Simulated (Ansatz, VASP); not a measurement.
# One calculation of CdF2, two programs

```
Cd F
1.0
     0.00000    2.69400    2.69400
     2.69400    0.00000    2.69400
     2.69400    2.69400    0.00000
Cd F
1 2
Direct
  0.00464 0.99536 0.00464
  0.25000 0.25000 0.25000
  0.75000 0.75000 0.75000
```

Change from the starting cell: all Cd atoms moved +0.025 Å, as atom 1 along Cartesian [0 1 0].

Alike in both runs: task single point; functional PBE; k mesh 8 × 8 × 8; occupations gaussian, width 0.05 eV; no spin polarisation.

|  | VASP | Ansatz |
| --- | --- | --- |
| version | VASP 6.6.1 | Ansatz 0.2.0 |
| potentials or method | VASP PAW PBE potentials, release 64 (Cd, F), cutoff 520 eV | scalar-relativistic, plane waves, PAW |
| valence electrons in the cell | 26 | 34 |

Ansatz gave:

| Quantity | Value |
| --- | --- |
| gap on the k mesh at the Fermi level (eV) | 3.10 |
| least direct gap on the mesh (eV) | 3.60 |
| pressure (GPa) | 5.5 |
| rms of the force components (eV/Å) | 0.054 |

Problem. Which values does VASP return?

Solution. gap on the k mesh at the Fermi level (eV): 3.07; least direct gap on the mesh (eV): 3.57; pressure (GPa): 6.2; rms of the force components (eV/Å): 0.060.

Atom by atom the forces differ by 0.006 eV/Å (rms over components). VASP's potentials hold 26 valence electrons a cell and Ansatz's 34, so a difference there can come from the potentials and not from the codes.
